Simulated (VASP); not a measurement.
# In (I4/mmm) in VASP: notebook

In is run at these levels: LDA; tasks: electric field gradients.

All numbers are computed with VASP 6.6.1; they aren't measurements. Logs are shortened: lines on timing, memory, paths and dates and some standing lists are left out, and cuts for length are marked.

## (1) The cell of the first run

It takes space group I4/mmm (No. 139, tetragonal). The conventional cell has a = 3.230 Å, b = 3.230 Å, c = 4.915 Å, α = 90.00°, β = 90.00°, γ = 90.00°. Within 4.2 Å of In (site symmetry 4/mmm) lie 12 In at 3.23 to 3.36 Å.

## (2) Electric field gradients, LDA (25.64 Å³/atom)

File INCAR:

```
PREC = Accurate
ENCUT = 520
EDIFF = 1E-8
ISMEAR = -1
SIGMA = 0.05
LREAL = F
LASPH = T
NELM = 60
ALGO = Normal
ISIF = 2
LWAVE = F
LCHARG = F
LEFG = T
NBANDS = 12
```

File KPOINTS:

```
regular mesh
0
Gamma
  14 14 14
```

File POSCAR:

```
In
1.0
   -1.6152359128      1.6152359128      2.4573458084
    1.6152359128     -1.6152359128      2.4573458084
    1.6152359128      1.6152359128     -2.4573458084
In
1
Direct
    0.0000000000      0.0000000000      0.0000000000
```

Potentials or basis: VASP PAW LDA potentials, release 64 (In_d).

Started as:

```sh
$ cat potpaw_LDA.64/In_d/POTCAR > POTCAR
$ mpirun -np 1 vasp_std > vasp.out
```

OUTCAR:

```text
PREC = Accurate
   ENCUT = 520
   EDIFF = 1E-8
   ISMEAR = -1
   LREAL = F
   LASPH = T
   NELM = 60
   ISIF = 2

 ion  position               nearest neighbor table
   1  0.000  0.000  0.000-

  LATTYP: Found a body centered tetragonal cell.
 ALAT       =     3.2304718256
 C/A-ratio  =     1.5213541186

  Lattice vectors:

 A1 = (  -1.6152359128,   1.6152359128,   2.4573458084)
 A2 = (   1.6152359128,  -1.6152359128,   2.4573458084)
 A3 = (   1.6152359128,   1.6152359128,  -2.4573458084)

Analysis of symmetry for initial positions (statically):
=====================================================================
 Subroutine PRICEL returns:
 Original cell was already a primitive cell.

 Routine SETGRP: Setting up the symmetry group for a
 body centered tetragonal supercell.

 Subroutine GETGRP returns: Found 16 space group operations
 (whereof 16 operations were pure point group operations)
 out of a pool of 16 trial point group operations.

The static configuration has the point symmetry D_4h.

Analysis of symmetry for dynamics (positions and initial velocities):
=====================================================================
 Subroutine PRICEL returns:
 Original cell was already a primitive cell.

 Routine SETGRP: Setting up the symmetry group for a
 body centered tetragonal supercell.

 Subroutine GETGRP returns: Found 16 space group operations
 (whereof 16 operations were pure point group operations)
 out of a pool of 16 trial point group operations.

The dynamic configuration has the point symmetry D_4h.

 Subroutine INISYM returns: Found 16 space group operations
 (whereof 16 operations are pure point group operations),
 and found     1 'primitive' translations

----------------------------------------------------------------------------------------

                                     Primitive cell

  volume of cell :      25.6447

  direct lattice vectors                    reciprocal lattice vectors
    -1.615235913  1.615235913  2.457345808     0.000000000  0.309552305  0.203471566
     1.615235913 -1.615235913  2.457345808     0.309552305  0.000000000  0.203471566
     1.615235913  1.615235913 -2.457345808     0.309552305  0.309552305  0.000000000

  length of vectors
     3.355074147  3.355074147  3.355074147     0.370436645  0.370436645  0.437773068

  position of ions in fractional coordinates (direct lattice)
     0.000000000  0.000000000  0.000000000

  ion indices of the primitive-cell ions
   primitive index   ion index
                 1           1

----------------------------------------------------------------------------------------

 KPOINTS: regular mesh

Automatic generation of k-mesh.
 Grid dimensions read from file:
 generate k-points for:   14   14   14

 Generating k-lattice:

  Cartesian coordinates                     Fractional coordinates (reciprocal lattice)
     0.000000000  0.022110879  0.014533683     0.071428571  0.000000000 -0.000000000
     0.022110879  0.000000000  0.014533683     0.000000000  0.071428571 -0.000000000
     0.022110879  0.022110879  0.000000000     0.000000000  0.000000000  0.071428571

  Length of vectors
     0.026459760  0.026459760  0.031269505

  Shift w.r.t. Gamma in fractional coordinates (k-lattice)
     0.000000000  0.000000000  0.000000000

 Subroutine IBZKPT returns following result:
 ===========================================

 Found    244 irreducible k-points:

 Following reciprocal coordinates:
            Coordinates               Weight
  0.000000  0.000000  0.000000      1.000000
  0.071429  0.000000  0.000000      8.000000
  0.142857  0.000000 -0.000000      8.000000
  0.214286  0.000000 -0.000000      8.000000
  0.285714  0.000000  0.000000      8.000000
  0.357143  0.000000 -0.000000      8.000000
[... 16 lines left out ...]
  0.214286  0.142857 -0.000000     16.000000
  0.285714  0.142857  0.000000     16.000000
 [... further k-points ...]
   k-points           NKPTS =    244   k-points in BZ     NKDIM =    244   number of bands    NBANDS=     12
   number of dos      NEDOS =    301   number of ions     NIONS =      1
   total plane-waves  NPLWV =  21952
   dimension x,y,z NGX =    28 NGY =   28 NGZ =   28
   dimension x,y,z NGXF=    56 NGYF=   56 NGZF=   56
   ions per type =               1
   NGX,Y,Z   is equivalent  to a cutoff of  13.87, 13.87, 13.87 a.u.
   NGXF,Y,Z  is equivalent  to a cutoff of  27.75, 27.75, 27.75 a.u.
 SYSTEM =  unknown system
   PREC   = accura    normal or accurate (medium, high low for compatibility)
   ISTART =      0    job   : 0-new  1-cont  2-samecut
   ICHARG =      2    charge: 1-file 2-atom 10-const
   ISPIN  =      1    spin polarized calculation?
   LNONCOLLINEAR =      F non collinear calculations
   LSORBIT =      F    spin-orbit coupling
   LASPH  =      T    aspherical Exc in radial PAW
   ENCUT  =  520.0 eV  38.22 Ry    6.18 a.u.   6.24  6.24  6.24*2*pi/ulx,y,z
   NELM   =     60;   NELMIN=  2; NELMDL= -5     # of ELM steps
   EDIFF  = 0.1E-07   stopping-criterion for ELM
   LREAL  =      F    real-space projection
   EDIFFG = 0.1E-06   stopping-criterion for IOM
   NSW    =      0    number of steps for IOM
   IBRION =     -1    ionic relax: 0-MD 1-quasi-New 2-CG
   NFREE  =      0    steps in history (QN), initial steepest desc. (CG)
   ISIF   =      2    stress and relaxation
   ISYM   =      2    0-nonsym 1-usesym 2-fastsym
   POTIM  = 0.5000    time-step for ionic-motion
   TEBEG  =    0.0;   TEEND  =   0.0 temperature during run
   PSTRESS=    0.0 pullay stress
   NELECT =      13.0000    total number of electrons
   NUPDOWN=      -1.0000    fix difference up-down
   EMIN   =  10.00;   EMAX   =-10.00  energy-range for DOS
   EFERMI =   0.00;   METHOD = LEGACY
   ISMEAR =    -1;   SIGMA  =   0.05  broadening in eV -4-tet -1-fermi 0-gaus
   EFERMI_NEDOS =   21; number of points for ismear=-14 and -15
   IALGO  =     38    algorithm
   IMIX   =      4    mixing-type and parameters
     AMIX     =   0.40;   BMIX     =  1.00
     AMIX_MAG =   1.60;   BMIX_MAG =  1.00
  volume/ion in A,a.u.               =      25.64       173.06
  Fermi-wavevector in a.u.,A,eV,Ry     =   1.305339  2.466732 23.183091  1.703909
  Thomas-Fermi vector in A             =   2.436214
   LORBIT       =      0    0 simple, 1 ext, 2 COOP (PROOUT), +10 PAW based schemes
   GGA     = CA    functional components
   LHFCALC =     F    Hartree Fock is set to
   AEXX    =    0.0000 exact exchange contribution
   IVDW    =     0    specifies the selected vdW correction
   LEPSILON=     F    determine dielectric tensor
   LRPA    =     F    only Hartree local field effects (RPA)
 non-spin polarized calculation
  energy-cutoff  :      520.00
  volume of cell :       25.64
 maximum number of plane-waves:       717
 NGX is ok and might be reduce to    28
   NGX = 13   NGY = 13   NGZ = 13

 number of electron      13.0000004 magnetization

 Free energy of the ion-electron system (eV)
  ---------------------------------------------------
  ext. energy  EPLUGINS =         0.00000000
  ---------------------------------------------------
  free energy    TOTEN  =        -3.21548226 eV

  energy without entropy =       -3.21208523  energy(sigma->0) =       -3.21378375

 E-fermi :   7.4797     XC(G=0): -10.6224

 val. band max:        7.4793827734   @ k =   0.2857   0.2143   0.0714
 cond. band min:       7.5216175699   @ k =  -0.2857   0.4286   0.0714
 fundamental gap:      0.0422347965
 Fermi energy:         7.4797068047

 k-point     1 :       0.0000    0.0000    0.0000
  band No.  band energies     occupation
      1      -7.2018      2.00000
      2      -7.0904      2.00000
      3      -7.0904      2.00000
      4      -7.0022      2.00000
      5      -6.8904      2.00000
      6      -2.2572      2.00000
      7      18.0484      0.00000
      8      18.0484      0.00000
      9      18.2159      0.00000
     10      19.1735      0.00000
     11      21.6331      0.00000
     12      21.7521      0.00000

 k-point     2 :       0.0714    0.0000    0.0000
  band No.  band energies     occupation
      1      -7.1931      2.00000
      2      -7.0909      2.00000
      3      -7.0817      2.00000
      4      -7.0005      2.00000
      5      -6.8938      2.00000
      6      -2.1437      2.00000
      7      16.7119      0.00000
      8      17.8841      0.00000
      9      17.9115      0.00000
     10      19.0021      0.00000
     11      22.0094      0.00000
     12      22.0486      0.00000
[... 316 lines left out ...]
 k-point    24 :       0.2857    0.1429    0.0000
  band No.  band energies     occupation
      1      -7.1410      2.00000
      2      -7.1098      2.00000
      3      -7.0394      2.00000
      4      -6.9045      2.00000
      5      -6.8487      2.00000
      6       0.6278      2.00000
      7       8.5488      0.00000
      8      12.7668      0.00000
      9      15.6737      0.00000
     10      18.5258      0.00000
     11      20.4429      0.00000
     12      21.9739      0.00000

 [... further k-points ...]
[... 5 lines left out ...]
  --------------------------------------------------------------------------------------
  -------------------------------------------------------------------------------------
  Total       -0.3297243     -0.3297243     -0.2533977      0.0000000     -0.0000000      0.0000000
  in kB      -20.5998147    -20.5998147    -15.8312428      0.0000000     -0.0000000      0.0000000
  external PRESSURE =     -19.0102907 kB  Pullay stress =       0.0000000 kB

 VOLUME and BASIS-vectors are now :
 -----------------------------------------------------------------------------
  energy-cutoff  :      520.00
  volume of cell :       25.64
      direct lattice vectors                 reciprocal lattice vectors
    -1.615235913  1.615235913  2.457345808     0.000000000  0.309552305  0.203471566
     1.615235913 -1.615235913  2.457345808     0.309552305  0.000000000  0.203471566
     1.615235913  1.615235913 -2.457345808     0.309552305  0.309552305  0.000000000

 POSITION                                       TOTAL-FORCE (eV/Angst)
 -----------------------------------------------------------------------------------
      0.00000      0.00000      0.00000        -0.000000      0.000000     -0.000000
 -----------------------------------------------------------------------------------
    total drift:                               -0.000000     -0.000000     -0.000000

  FREE ENERGIE OF THE ION-ELECTRON SYSTEM (eV)
  ---------------------------------------------------
  free  energy   TOTEN  =        -3.2154822615 eV

  energy  without entropy=       -3.2120852348  energy(sigma->0) =       -3.21378375

 Electric field gradients (V/A^2)
---------------------------------------------------------------------
 ion       V_xx      V_yy      V_zz      V_xy      V_xz      V_yz
---------------------------------------------------------------------
   1     -11.294   -11.294    22.589    -0.001     0.000     0.000
---------------------------------------------------------------------

 Electric field gradients after diagonalization (V/A^2)
 (convention: |V_zz| > |V_xx| > |V_yy|)
----------------------------------------------------------------------
 ion       V_xx      V_yy      V_zz     asymmetry (V_yy - V_xx)/ V_zz
----------------------------------------------------------------------
   1     -11.295   -11.294    22.589       0.000
----------------------------------------------------------------------

           NMR quadrupolar parameters

 Cq : quadrupolar parameter    Cq=e*Q*V_zz/h
 eta: asymmetry parameters     (V_yy - V_xx)/ V_zz
 Q  : nuclear electric quadrupole moment in mb (millibarn)
----------------------------------------------------------------------
 ion       Cq(MHz)       eta       Q (mb)
----------------------------------------------------------------------
   1       0.055       0.000       1.000
----------------------------------------------------------------------
```

It took 64 s on 1 thread of Intel Xeon 6975P-C (Granite Rapids), shared host; peak memory 0.19 GiB.

Results:

| Property | Result |
| --- | --- |
| Free energy | -3.2155 eV |
| Pressure | -1.9 GPa |
| Band gap on the k mesh | zero (an odd number of electrons rules out a gap without spin polarisation) |
| Largest electric field gradient by atom | In +22.6 V/Å² |

Electric field gradients, principal values (V/Å²):
```
atom    least   middle  greatest (by size)
1 In  -11.294  -11.295              22.589
```

Caveat: without QUAD_EFG the Cq values of the log hold for a quadrupole moment of 1 mb, not for the nuclei; spin-orbit coupling is left out, which moves the levels of the heavy elements.

## (3) Electric field gradients, LDA (25.64 Å³/atom)

Changes to INCAR since step 2:

```diff
@@ -7,3 +7,3 @@
 LASPH = T
-NELM = 60
+NELM = 100
 ALGO = Normal
@@ -12,2 +12,3 @@
 LCHARG = F
+GGA = CA
 LEFG = T
```

File KPOINTS:

```
Automatic mesh
0
Gamma
  14 14 14
```

POSCAR is that of step 2.

Potentials or basis: VASP PAW LDA potentials, release 64 (In_d).

Started as:

```sh
$ cat potpaw_LDA.64/In_d/POTCAR > POTCAR
$ mpirun -np 1 vasp_std > vasp.out
```

OUTCAR:

```text
PREC = Accurate
   ENCUT = 520
   EDIFF = 1E-8
   ISMEAR = -1
   LREAL = F
   LASPH = T
   NELM = 100
   ISIF = 2
   GGA = CA

 ion  position               nearest neighbor table
   1  0.000  0.000  0.000-

  LATTYP: Found a body centered tetragonal cell.
 ALAT       =     3.2304718256
 C/A-ratio  =     1.5213541186

  Lattice vectors:

 A1 = (  -1.6152359128,   1.6152359128,   2.4573458084)
 A2 = (   1.6152359128,  -1.6152359128,   2.4573458084)
 A3 = (   1.6152359128,   1.6152359128,  -2.4573458084)

[... 564 lines left out ...]
    total drift:                               -0.000000     -0.000000     -0.000000

  FREE ENERGIE OF THE ION-ELECTRON SYSTEM (eV)
  ---------------------------------------------------
  free  energy   TOTEN  =        -3.2154822615 eV

  energy  without entropy=       -3.2120852348  energy(sigma->0) =       -3.21378375

 Electric field gradients (V/A^2)
---------------------------------------------------------------------
 ion       V_xx      V_yy      V_zz      V_xy      V_xz      V_yz
---------------------------------------------------------------------
   1     -11.294   -11.294    22.589    -0.001     0.000     0.000
---------------------------------------------------------------------

 Electric field gradients after diagonalization (V/A^2)
 (convention: |V_zz| > |V_xx| > |V_yy|)
----------------------------------------------------------------------
 ion       V_xx      V_yy      V_zz     asymmetry (V_yy - V_xx)/ V_zz
----------------------------------------------------------------------
   1     -11.295   -11.294    22.589       0.000
----------------------------------------------------------------------

           NMR quadrupolar parameters

 Cq : quadrupolar parameter    Cq=e*Q*V_zz/h
 eta: asymmetry parameters     (V_yy - V_xx)/ V_zz
 Q  : nuclear electric quadrupole moment in mb (millibarn)
----------------------------------------------------------------------
 ion       Cq(MHz)       eta       Q (mb)
----------------------------------------------------------------------
   1       0.055       0.000       1.000
----------------------------------------------------------------------
```

Wall time 59 s (1 thread of Intel Xeon 6975P-C (Granite Rapids), shared host); peak memory 0.19 GiB.

What came out:

- Free energy: -3.2155 eV
- Pressure: -1.9 GPa
- Band gap on the k mesh: zero (an odd number of electrons rules out a gap without spin polarisation)
- Largest electric field gradient by atom: In +22.6 V/Å²

Levels at points of the mesh, in eV from the Fermi level:
| k point | band 3 | band 4 | band 5 | band 6 | band 7 | band 8 | band 9 | band 10 |
| --- | --- | --- | --- | --- | --- | --- | --- | --- |
| (0.00, 0.00, 0.00) | -14.57 | -14.48 | -14.37 | -9.74 | 10.57 | 10.57 | 10.74 | 11.69 |
| (0.50, 0.00, 0.00) | -14.55 | -14.28 | -14.24 | -4.41 | -3.47 | 7.53 | 9.16 | 11.22 |
| (0.50, 0.50, 0.00) | -14.27 | -14.26 | -14.16 | -2.05 | -1.72 | 3.48 | 3.91 | 7.16 |
| (0.50, 0.50, 0.50) | -14.26 | -14.23 | -14.23 | -3.00 | -2.77 | 4.69 | 4.69 | 8.35 |

Electric field gradients, principal values (V/Å²):
```csv
atom,least,middle,greatest (by size)
1 In,-11.294,-11.295,22.589
```

Caveat: without QUAD_EFG the Cq values of the log hold for a quadrupole moment of 1 mb, not for the nuclei; spin-orbit coupling is left out, which moves the levels of the heavy elements.
